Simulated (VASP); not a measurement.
# BeTe (F-43m) in VASP: further runs

The runs below take BeTe through single point, relaxation of cell and atoms, with PBE+D4.

Program: VASP 6.6.1. These are calculated values, not measurements. Logs are shortened: lines on timing, memory, paths and dates and some standing lists are left out, and cuts for length are marked.

## 1. The cell of the first run

Symmetry: F-43m, No. 216, cubic system. The conventional cell has a = 5.593 Å, b = 5.593 Å, c = 5.593 Å, α = 90.00°, β = 90.00°, γ = 90.00°. Be (site symmetry -43m) has 4 Te at 2.42 Å within 3.2 Å. Te (site symmetry -43m) has 4 Be at 2.42 Å within 3.2 Å.

## 2. Single point, PBE+D4

The input, INCAR:

```
PREC = Accurate
ENCUT = 600
EDIFF = 1E-6
ISMEAR = -1
SIGMA = 0.01
LREAL = F
LASPH = T
NELM = 120
ALGO = Normal
ISIF = 2
LWAVE = F
LCHARG = T
GGA = PE
IVDW = 13
LELF = T
LVHAR = T
NBANDS = 26
GGA_COMPAT = F
```

The input, KPOINTS:

```
Automatic mesh
0
Gamma
  4 4 4
```

The input, POSCAR:

```
BeTe
1.0
    5.5927794498      0.0000000000      0.0000000000
    0.0000000000      5.5927794498      0.0000000000
    0.0000000000      0.0000000000      5.5927794498
Be Te
4 4
Direct
    0.0000000000      0.0000000000      0.0000000000
    0.0000000000      0.5000000000      0.5000000000
    0.5000000000      0.0000000000      0.5000000000
    0.5000000000      0.5000000000      0.0000000000
    0.2500000000      0.2500000000      0.2500000000
    0.2500000000      0.7500000000      0.7500000000
    0.7500000000      0.2500000000      0.7500000000
    0.7500000000      0.7500000000      0.2500000000
```

Potentials or basis: VASP PAW PBE potentials, release 64 (Be, Te).

Command:

```sh
cat potpaw_PBE.64/Be/POTCAR potpaw_PBE.64/Te/POTCAR > POTCAR
mpirun -np 1 vasp_std > vasp.out
```

OUTCAR:

```text
PREC = Accurate
   ENCUT = 600
   EDIFF = 1E-6
   ISMEAR = -1
   LREAL = F
   LASPH = T
   NELM = 120
   ISIF = 2
   GGA = PE
   IVDW = 13

 ion  position               nearest neighbor table
   1  0.000  0.000  0.000-   5 2.42   6 2.42   7 2.42   8 2.42
   2  0.000  0.500  0.500-   5 2.42   6 2.42   7 2.42   8 2.42
   3  0.500  0.000  0.500-   5 2.42   6 2.42   7 2.42   8 2.42
   4  0.500  0.500  0.000-   5 2.42   6 2.42   7 2.42   8 2.42
   5  0.250  0.250  0.250-   1 2.42   2 2.42   3 2.42   4 2.42
   6  0.250  0.750  0.750-   1 2.42   2 2.42   3 2.42   4 2.42
   7  0.750  0.250  0.750-   1 2.42   2 2.42   3 2.42   4 2.42
   8  0.750  0.750  0.250-   1 2.42   2 2.42   3 2.42   4 2.42

  LATTYP: Found a simple cubic cell.
 ALAT       =     5.5927794498

  Lattice vectors:

 A1 = (   5.5927794498,   0.0000000000,   0.0000000000)
 A2 = (   0.0000000000,   5.5927794498,   0.0000000000)
 A3 = (   0.0000000000,   0.0000000000,   5.5927794498)

Analysis of symmetry for initial positions (statically):
=====================================================================
 Subroutine PRICEL returns following result:

  LATTYP: Found a face centered cubic cell.
 ALAT       =     5.5927794498

  Lattice vectors:

 A1 = (   2.7963897249,  -2.7963897249,   0.0000000000)
 A2 = (   2.7963897249,   0.0000000000,   2.7963897249)
 A3 = (   0.0000000000,  -2.7963897249,   2.7963897249)

   4 primitive cells build up your supercell.

 Routine SETGRP: Setting up the symmetry group for a
 simple cubic supercell.

 Subroutine GETGRP returns: Found 24 space group operations
 (whereof 24 operations were pure point group operations)
 out of a pool of 48 trial point group operations.

The static configuration has the point symmetry T_d .

Analysis of symmetry for dynamics (positions and initial velocities):
=====================================================================
 Subroutine PRICEL returns following result:

  LATTYP: Found a face centered cubic cell.
 ALAT       =     5.5927794498

  Lattice vectors:

 A1 = (   2.7963897249,  -2.7963897249,   0.0000000000)
 A2 = (   2.7963897249,   0.0000000000,   2.7963897249)
 A3 = (   0.0000000000,  -2.7963897249,   2.7963897249)

   4 primitive cells build up your supercell.

 Routine SETGRP: Setting up the symmetry group for a
 simple cubic supercell.

 Subroutine GETGRP returns: Found 24 space group operations
 (whereof 24 operations were pure point group operations)
 out of a pool of 48 trial point group operations.

The dynamic configuration has the point symmetry T_d .

 Subroutine INISYM returns: Found 24 space group operations
 (whereof 24 operations are pure point group operations),
 and found     4 'primitive' translations

----------------------------------------------------------------------------------------

                                     Primitive cell

  volume of cell :      43.7344

  direct lattice vectors                    reciprocal lattice vectors
     2.796389725 -2.796389725  0.000000000     0.178801973 -0.178801973 -0.178801973
     2.796389725  0.000000000  2.796389725     0.178801973  0.178801973  0.178801973
     0.000000000 -2.796389725  2.796389725    -0.178801973 -0.178801973  0.178801973

  length of vectors
     3.954692275  3.954692275  3.954692275     0.309694102  0.309694102  0.309694102

  position of ions in fractional coordinates (direct lattice)
     0.000000000  0.000000000  0.000000000
     0.750000000  0.750000000  0.750000000

  ion indices of the primitive-cell ions
   primitive index   ion index
                 1           1
                 2           5

----------------------------------------------------------------------------------------

 KPOINTS: Automatic mesh

Automatic generation of k-mesh.
 Grid dimensions read from file:
 generate k-points for:    4    4    4

 Generating k-lattice:

  Cartesian coordinates                     Fractional coordinates (reciprocal lattice)
     0.044700493  0.000000000  0.000000000     0.250000000  0.000000000  0.000000000
     0.000000000  0.044700493  0.000000000     0.000000000  0.250000000  0.000000000
     0.000000000  0.000000000  0.044700493     0.000000000  0.000000000  0.250000000

  Length of vectors
     0.044700493  0.044700493  0.044700493

  Shift w.r.t. Gamma in fractional coordinates (k-lattice)
     0.000000000  0.000000000  0.000000000

 Subroutine IBZKPT returns following result:
 ===========================================

 Found     10 irreducible k-points:

 Following reciprocal coordinates:
            Coordinates               Weight
  0.000000  0.000000  0.000000      1.000000
  0.250000  0.000000  0.000000      6.000000
  0.500000  0.000000  0.000000      3.000000
  0.250000  0.250000  0.000000     12.000000
  0.500000  0.250000  0.000000     12.000000
  0.500000  0.500000  0.000000      3.000000
  0.250000  0.250000  0.250000      8.000000
  0.500000  0.250000  0.250000     12.000000
  0.500000  0.500000  0.250000      6.000000
  0.500000  0.500000  0.500000      1.000000
   k-points           NKPTS =     10   k-points in BZ     NKDIM =     10   number of bands    NBANDS=     26
   number of dos      NEDOS =    301   number of ions     NIONS =      8
   total plane-waves  NPLWV = 110592
   dimension x,y,z NGX =    48 NGY =   48 NGZ =   48
   dimension x,y,z NGXF=    96 NGYF=   96 NGZF=   96
   ions per type =               4   4
   NGX,Y,Z   is equivalent  to a cutoff of  14.27, 14.27, 14.27 a.u.
   NGXF,Y,Z  is equivalent  to a cutoff of  28.54, 28.54, 28.54 a.u.
 SYSTEM =  unknown system
   PREC   = accura    normal or accurate (medium, high low for compatibility)
   ISTART =      0    job   : 0-new  1-cont  2-samecut
   ICHARG =      2    charge: 1-file 2-atom 10-const
   ISPIN  =      1    spin polarized calculation?
   LNONCOLLINEAR =      F non collinear calculations
   LSORBIT =      F    spin-orbit coupling
   LASPH  =      T    aspherical Exc in radial PAW
   ENCUT  =  600.0 eV  44.10 Ry    6.64 a.u.  11.17 11.17 11.17*2*pi/ulx,y,z
   NELM   =    120;   NELMIN=  2; NELMDL= -5     # of ELM steps
   EDIFF  = 0.1E-05   stopping-criterion for ELM
   LREAL  =      F    real-space projection
   EDIFFG = 0.1E-04   stopping-criterion for IOM
   NSW    =      0    number of steps for IOM
   IBRION =     -1    ionic relax: 0-MD 1-quasi-New 2-CG
   NFREE  =      0    steps in history (QN), initial steepest desc. (CG)
   ISIF   =      2    stress and relaxation
   ISYM   =      2    0-nonsym 1-usesym 2-fastsym
   POTIM  = 0.5000    time-step for ionic-motion
   TEBEG  =    0.0;   TEEND  =   0.0 temperature during run
   PSTRESS=    0.0 pullay stress
   NELECT =      32.0000    total number of electrons
   NUPDOWN=      -1.0000    fix difference up-down
   EMIN   =  10.00;   EMAX   =-10.00  energy-range for DOS
   EFERMI =   0.00;   METHOD = LEGACY
   ISMEAR =    -1;   SIGMA  =   0.01  broadening in eV -4-tet -1-fermi 0-gaus
   EFERMI_NEDOS =   21; number of points for ismear=-14 and -15
   IALGO  =     38    algorithm
   IMIX   =      4    mixing-type and parameters
     AMIX     =   0.40;   BMIX     =  1.00
     AMIX_MAG =   1.60;   BMIX_MAG =  1.00
  volume/ion in A,a.u.               =      21.87       147.57
  Fermi-wavevector in a.u.,A,eV,Ry     =   0.929317  1.756154 11.750396  0.863630
  Thomas-Fermi vector in A             =   2.055587
   LORBIT       =      0    0 simple, 1 ext, 2 COOP (PROOUT), +10 PAW based schemes
   GGA     = PE    functional components
   LHFCALC =     F    Hartree Fock is set to
   AEXX    =    0.0000 exact exchange contribution
   IVDW    =    13    specifies the selected vdW correction
   LEPSILON=     F    determine dielectric tensor
   LRPA    =     F    only Hartree local field effects (RPA)
 non-spin polarized calculation
  energy-cutoff  :      600.00
  volume of cell :      174.94
 maximum number of plane-waves:      5904
 NGX is ok and might be reduce to    48
   NGX = 23   NGY = 23   NGZ = 23

 number of electron      31.9999999 magnetization

 Free energy of the ion-electron system (eV)
  ---------------------------------------------------
  ext. energy  EPLUGINS =         0.00000000
  ---------------------------------------------------
  free energy    TOTEN  =       -30.44377125 eV

  energy without entropy =      -30.44377125  energy(sigma->0) =      -30.44377125

 E-fermi :   5.5567     XC(G=0):  -9.1413

 val. band max:        5.3338349711   @ k =   0.0000   0.0000   0.0000
 cond. band min:       7.2549539670   @ k =   0.0000   0.0000   0.0000
 fundamental gap:      1.9211189959
 Fermi energy:         5.5567413039

 k-point     1 :       0.0000    0.0000    0.0000
  band No.  band energies     occupation
      1      -7.1038      2.00000
      2      -5.1924      2.00000
      3      -5.1924      2.00000
      4      -5.1924      2.00000
      5       0.1050      2.00000
      6       0.1050      2.00000
[... 18 lines left out ...]
     25       8.9251      0.00000
     26       9.3100      0.00000

 k-point     2 :       0.2500    0.0000    0.0000
  band No.  band energies     occupation
      1      -6.9005      2.00000
      2      -5.5950      2.00000
      3      -5.1743      2.00000
      4      -5.1743      2.00000
      5       0.3091      2.00000
      6       0.3091      2.00000
[... 18 lines left out ...]
     25       9.9127      0.00000
     26      10.3004      0.00000

 k-point     3 :       0.5000    0.0000    0.0000
  band No.  band energies     occupation
      1      -6.3346      2.00000
      2      -6.3346      2.00000
      3      -5.1559      2.00000
      4      -5.1559      2.00000
      5       0.6557      2.00000
      6       0.6557      2.00000
[... 166 lines left out ...]
 k-point     9 :       0.5000    0.5000    0.2500
  band No.  band energies     occupation
      1      -5.7455      2.00000
      2      -5.7455      2.00000
      3      -5.7455      2.00000
      4      -5.7455      2.00000
      5       0.0973      2.00000
      6       0.0973      2.00000
[... 18 lines left out ...]
     25      10.3144      0.00000
     26      10.3144      0.00000

 k-point    10 :       0.5000    0.5000    0.5000
  band No.  band energies     occupation
      1      -5.7056      2.00000
      2      -5.7056      2.00000
      3      -5.7056      2.00000
      4      -5.7056      2.00000
      5      -0.3425      2.00000
      6      -0.3425      2.00000
[... 18 lines left out ...]
     25       9.9137      0.00000
     26       9.9137      0.00000

------------------------ aborting loop because EDIFF is reached ----------------------------------------

  DFT-D4 for vdW energy calculation

  Edisp (eV):   -2.61382

  FORCE on cell =-STRESS in cart. coord.  units (eV):
  Direction    XX          YY          ZZ          XY          YZ          ZX
  --------------------------------------------------------------------------------------
  -------------------------------------------------------------------------------------
  Total       0.13605     0.13605     0.13605     0.00000     0.00000    -0.00000
  in kB       1.24601     1.24601     1.24601     0.00000     0.00000    -0.00000
  external pressure =        1.25 kB  Pullay stress =        0.00 kB

 VOLUME and BASIS-vectors are now :
 -----------------------------------------------------------------------------
  energy-cutoff  :      600.00
  volume of cell :      174.94
      direct lattice vectors                 reciprocal lattice vectors
     5.592779450  0.000000000  0.000000000     0.178801973  0.000000000  0.000000000
     0.000000000  5.592779450  0.000000000     0.000000000  0.178801973  0.000000000
     0.000000000  0.000000000  5.592779450     0.000000000  0.000000000  0.178801973

 POSITION                                       TOTAL-FORCE (eV/Angst)
 -----------------------------------------------------------------------------------
      0.00000      0.00000      0.00000        -0.000000      0.000000     -0.000000
      0.00000      2.79639      2.79639        -0.000000     -0.000000     -0.000000
      2.79639      0.00000      2.79639         0.000000     -0.000000     -0.000000
      2.79639      2.79639      0.00000        -0.000000      0.000000     -0.000000
      1.39819      1.39819      1.39819        -0.000000     -0.000000      0.000000
      1.39819      4.19458      4.19458         0.000000      0.000000      0.000000
      4.19458      1.39819      4.19458         0.000000      0.000000     -0.000000
      4.19458      4.19458      1.39819        -0.000000      0.000000      0.000000
 -----------------------------------------------------------------------------------
    total drift:                               -0.000000     -0.000000      0.000000

  FREE ENERGIE OF THE ION-ELECTRON SYSTEM (eV)
  ---------------------------------------------------
  free  energy   TOTEN  =       -33.0575913540 eV

  energy  without entropy=      -33.0575913540  energy(sigma->0) =      -33.05759135
```

Wall time 31 s (1 thread of Intel Xeon 6975P-C (Granite Rapids), shared host); peak memory 0.33 GiB.

Results:

* Free energy: -33.0576 eV
* Pressure: 0.1 GPa
* Band gap on the k mesh: 1.92 eV
* Dispersion energy per atom: -0.327 eV

Levels at points of the mesh, in eV from the valence-band top:
```tsv
k point	band 14	band 15	band 16	band 17	band 18	band 19
(0.00, 0.00, 0.00)	0.00	0.00	0.00	1.92	1.92	1.92
(0.50, 0.00, 0.00)	-1.74	-1.74	-1.74	2.57	2.57	4.41
(0.50, 0.50, 0.00)	-1.25	-1.25	-1.25	3.76	3.76	3.76
(0.50, 0.50, 0.50)	-1.17	-1.17	-1.17	3.13	3.13	3.13
```

Caveat: spin-orbit coupling is left out, which moves the levels of the heavy elements.

## 3. Relaxation of cell and atoms, PBE+D4

This run uses another cell than the first one, of 21.25 Å³/atom.

The input, INCAR:

```
SYSTEM = BeTe
  PREC = Accurate
  ENCUT = 600
  EDIFF = 1E-7
  ISMEAR = -1
  SIGMA = 0.01
  LREAL = .False.
  LASPH = .True.
  NELM = 120
  ALGO = Normal
  ISIF = 3
  LWAVE = .False.
  LCHARG = .False.
  GGA = PE
  IVDW = 13
  IBRION = 2
  NSW = 60
  EDIFFG = -0.01
  GGA_COMPAT = .False.
  NELMIN = 4
```

The input, KPOINTS:

```
regular mesh
0
Gamma
  4 4 4
  0 0 0
```

Edit POSCAR of step 2 so:

```diff
@@ -2,5 +2,5 @@
 1.0
-    5.5927794498      0.0000000000      0.0000000000
-    0.0000000000      5.5927794498      0.0000000000
-    0.0000000000      0.0000000000      5.5927794498
+    5.5400000000      0.0000000000      0.0000000000
+    0.0000000000      5.5400000000      0.0000000000
+    0.0000000000      0.0000000000      5.5400000000
 Be Te
```

Potentials or basis: VASP PAW PBE potentials, release 64 (Be, Te).

Command:

```sh
cat potpaw_PBE.64/Be/POTCAR potpaw_PBE.64/Te/POTCAR > POTCAR
mpirun -np 1 vasp_std > vasp.out
```

Run time: 82 s. Hardware: 1 thread of Intel Xeon 6975P-C (Granite Rapids), shared host; peak memory 0.35 GiB.

Results (log left out):

```
Free energy                           : -33.0576 eV
Relaxed volume                        : 21.91 Å³/atom
Relaxed cell                          : a = 5.596 Å, b = 5.596 Å, c = 5.596 Å, α = 90.00°, β = 90.00°, γ = 90.00°
Space group after relaxing (to 0.1 Å) : F-43m (No. 216)
Energy gained by relaxing             : 4.0 meV/atom
Ionic steps                           : 3
Pressure after relaxing               : 0.0 GPa
Band gap on the k mesh                : 1.93 eV
Dispersion energy per atom            : -0.326 eV
```

The path:
```
step  energy change (eV)  largest force (eV/Å)  pressure (GPa)  volume (Å³)
   1              0.0000                0.0000            2.00       170.03
   2             -0.0299                0.0000           -0.47       176.64
   3             -0.0319                0.0000            0.01       175.28
```

Final structure:
```
Be Te
1.0
     5.59639    0.00000    0.00000
     0.00000    5.59639    0.00000
     0.00000    0.00000    5.59639
Be Te
4 4
Cartesian
  0.0000 0.0000 0.0000
  0.0000 2.7982 2.7982
  2.7982 0.0000 2.7982
  2.7982 2.7982 0.0000
  1.3991 1.3991 1.3991
  1.3991 4.1973 4.1973
  4.1973 1.3991 4.1973
  4.1973 4.1973 1.3991
```

Levels at points of the mesh, in eV from the valence-band top:
| k point | band 13 | band 14 | band 15 | band 16 | band 17 | band 18 | band 19 | band 20 |
| --- | --- | --- | --- | --- | --- | --- | --- | --- |
| (0.00, 0.00, 0.00) | -2.72 | 0.00 | 0.00 | 0.00 | 1.93 | 1.93 | 1.93 | 2.64 |
| (0.50, 0.00, 0.00) | -1.73 | -1.73 | -1.73 | -1.73 | 2.57 | 2.57 | 4.41 | 4.41 |
| (0.50, 0.50, 0.00) | -1.24 | -1.24 | -1.24 | -1.24 | 3.76 | 3.76 | 3.76 | 3.76 |
| (0.50, 0.50, 0.50) | -1.17 | -1.17 | -1.17 | -1.17 | 3.13 | 3.13 | 3.13 | 3.13 |

Caveat: spin-orbit coupling is left out, which moves the levels of the heavy elements. A k mesh can miss the band edges.

## 4. Relaxation of cell and atoms, PBE+D4

The input, INCAR:

```
SYSTEM = BeTe
PREC = Accurate ; ENCUT = 600
EDIFF = 1E-7 ; ISMEAR = -1
SIGMA = 0.01 ; LREAL = .FALSE.
LASPH = .TRUE. ; NELM = 120
ALGO = Normal ; ISIF = 3
LWAVE = .FALSE. ; LCHARG = .FALSE.
GGA = PE ; IVDW = 13
IBRION = 2 ; NSW = 60
EDIFFG = -0.01 ; GGA_COMPAT = .FALSE.
NELMIN = 4
```

The input, KPOINTS:

```
regular mesh
0
G
  4 4 4
  0 0 0
```

Edit POSCAR of step 3 so:

```diff
@@ -2,5 +2,5 @@
 1.0
-    5.5400000000      0.0000000000      0.0000000000
-    0.0000000000      5.5400000000      0.0000000000
-    0.0000000000      0.0000000000      5.5400000000
+    5.5927794498      0.0000000000      0.0000000000
+    0.0000000000      5.5927794498      0.0000000000
+    0.0000000000      0.0000000000      5.5927794498
 Be Te
```

Command:

```sh
cat potpaw_PBE.64/Be/POTCAR potpaw_PBE.64/Te/POTCAR > POTCAR
mpirun -np 1 vasp_std > vasp.out
```

Run time: 39 s. Hardware: 1 thread of Intel Xeon 6975P-C (Granite Rapids), shared host; peak memory 0.34 GiB.

It converged, with:

- Free energy: -33.0577 eV
- Relaxed volume: 21.92 Å³/atom
- Relaxed cell: a = 5.597 Å, b = 5.597 Å, c = 5.597 Å, α = 90.00°, β = 90.00°, γ = 90.00°
- Space group after relaxing (to 0.1 Å): F-43m (No. 216)
- Energy gained by relaxing: 0.0 meV/atom
- Ionic steps: 2
- Pressure after relaxing: 0.0 GPa
- Band gap on the k mesh: 1.93 eV
- Dispersion energy per atom: -0.326 eV

Step by step:
| step | energy change (eV) | largest force (eV/Å) | pressure (GPa) | volume (Å³) |
| --- | --- | --- | --- | --- |
| 1 | 0.0000 | 0.0000 | 0.12 | 174.94 |
| 2 | -0.0001 | 0.0000 | -0.03 | 175.37 |

Final structure:
```cif
data_structure
_symmetry_space_group_name_H-M 'P 1'
_symmetry_Int_Tables_number 1
_cell_length_a 5.5974
_cell_length_b 5.5974
_cell_length_c 5.5974
_cell_angle_alpha 90.000
_cell_angle_beta 90.000
_cell_angle_gamma 90.000
_cell_volume 175.37
loop_
_atom_site_label
_atom_site_type_symbol
_atom_site_fract_x
_atom_site_fract_y
_atom_site_fract_z
_atom_site_occupancy
Be1 Be 0.00000 0.00000 0.00000 1
Be2 Be 0.00000 0.50000 0.50000 1
Be3 Be 0.50000 0.00000 0.50000 1
Be4 Be 0.50000 0.50000 0.00000 1
Te1 Te 0.25000 0.25000 0.25000 1
Te2 Te 0.25000 0.75000 0.75000 1
Te3 Te 0.75000 0.25000 0.75000 1
Te4 Te 0.75000 0.75000 0.25000 1
```

Levels at points of the mesh, in eV from the valence-band top:
```tsv
k point	band 12	band 13	band 14	band 15	band 16	band 17	band 18	band 19	band 20	band 21
(0.00, 0.00, 0.00)	-2.71	-2.71	0.00	0.00	0.00	1.93	1.93	1.93	2.64	2.64
(0.50, 0.00, 0.00)	-2.94	-1.73	-1.73	-1.73	-1.73	2.57	2.57	4.41	4.41	5.29
(0.50, 0.50, 0.00)	-3.25	-1.24	-1.24	-1.24	-1.24	3.76	3.76	3.76	3.76	5.55
(0.50, 0.50, 0.50)	-1.16	-1.16	-1.16	-1.16	-1.16	3.13	3.13	3.13	3.13	4.58
```

Caveat: spin-orbit coupling is left out, which moves the levels of the heavy elements.

## 5. Summary

| task | cell | gap on the mesh (eV) | pressure (GPa) | relaxed volume (Å³/atom) |
| --- | --- | --- | --- | --- |
| single point | a = 5.593 Å, 8 atoms | 1.92 | 0.1 | - |
| relaxation of cell and atoms | relaxed from a = 5.540 Å, 8 atoms | 1.93 | 0.0 | 21.91 |
| relaxation of cell and atoms | relaxed from a = 5.593 Å, 8 atoms | 1.93 | 0.0 | 21.92 |

Alike in all rows: level PBE+D4; potentials or basis VASP PAW PBE potentials, release 64 (Be, Te); no spin polarisation; k mesh 4 × 4 × 4; cutoff (eV) 600; smearing fermi-dirac 0.01 eV.

Caveats: spin-orbit coupling is left out, which moves the levels of the heavy elements.

Total energies depend on the potentials used, so only differences within one code and one set of settings carry meaning.
